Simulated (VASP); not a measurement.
Wanted: the native input for a VASP 6.6.1 run.

- Task: single point
- Functional: PBE
- Potentials or basis: VASP PAW PBE potentials, release 64 (Te, Pb_d)
- Cutoff: 520 eV
- k mesh: 6 × 6 × 6
- Occupations: gaussian, width 0.01 eV
- Spin: no spin polarisation
- Dipole correction: no
- Further INCAR settings: ALGO = Normal; EDIFF = 1e-06; NBANDS = 17

The structure of TePb lies in POSCAR:

```
TePb
1.0
    0.0000000000      3.1762267067      3.1762267067
    3.1762267067      0.0000000000      3.1762267067
    3.1762267067      3.1762267067      0.0000000000
Te Pb
1 1
Direct
    0.5000000000      0.5000000000      0.5000000000
    0.0000000000      0.0000000000      0.0000000000
```

The input as run:

INCAR

```
SYSTEM = TePb
PREC = Accurate ; ENCUT = 520
EDIFF = 1E-6 ; ISMEAR = 0
SIGMA = 0.01 ; LREAL = .False.
LASPH = .True. ; NELM = 60
ALGO = Normal ; ISIF = 2
LWAVE = .False. ; LCHARG = .False.
GGA = PE ; NBANDS = 17
```

KPOINTS

```
regular mesh
0
Gamma
  6 6 6
  0 0 0
```

Potentials or basis: VASP PAW PBE potentials, release 64 (Te, Pb_d).

The run is started by

```bash
$ cat potpaw_PBE.64/Te/POTCAR potpaw_PBE.64/Pb_d/POTCAR > POTCAR
$ mpirun -np 1 vasp_std > vasp.out
```

It gave:

| Property | Result |
| --- | --- |
| Pressure | 4.8 GPa |
| Band gap on the k mesh | 0.62 eV, direct |

Caveat: spin-orbit coupling is left out, which moves the levels of the heavy elements.

It took 16 s on 1 thread of Intel(R) Xeon(R) Platinum 8259CL CPU @ 2.50GHz (Skylake/Cascade Lake), on a shared host, peak memory 0.2 GiB.
